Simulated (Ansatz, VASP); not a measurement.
**Two plane-wave programs on Be**

```
Be
1.0
     3.78095    0.00000    0.00000
     0.00000    3.78095    0.00000
     0.00000    0.00000    2.09675
Be
4
Direct
  0.27088 0.35863 0.00000
  0.72912 0.64137 0.00000
  0.14137 0.77088 0.50000
  0.85863 0.22912 0.50000
```

Alike in both runs: task single point; functional PBE; k mesh 10 × 10 × 18; occupations gaussian, width 0.1 eV; no spin polarisation.

|  | VASP | Ansatz |
| --- | --- | --- |
| version | VASP 6.6.1 | Ansatz 0.2.0 |
| potentials or method | VASP PAW PBE potentials, release 64 (Be), cutoff 520 eV | scalar-relativistic, plane waves, PAW |
| valence electrons in the cell | 8 | 8 |

|  | VASP | Ansatz | Ansatz less VASP |
| --- | --- | --- | --- |
| gap on the k mesh at the Fermi level (eV) | none | none | - |
| pressure (GPa) | 26.9 | 26.6 | -0.31 |
| traceless stress, the component that is largest in VASP (GPa) | 10.53 | 10.48 | -0.044 |
| rms of the force components (eV/Å) | 1.647 | 1.633 | -0.0146 |

Atom by atom the forces differ by 0.015 eV/Å (rms over components). A gap of «none» marks a metal or a gap that the smearing closes.
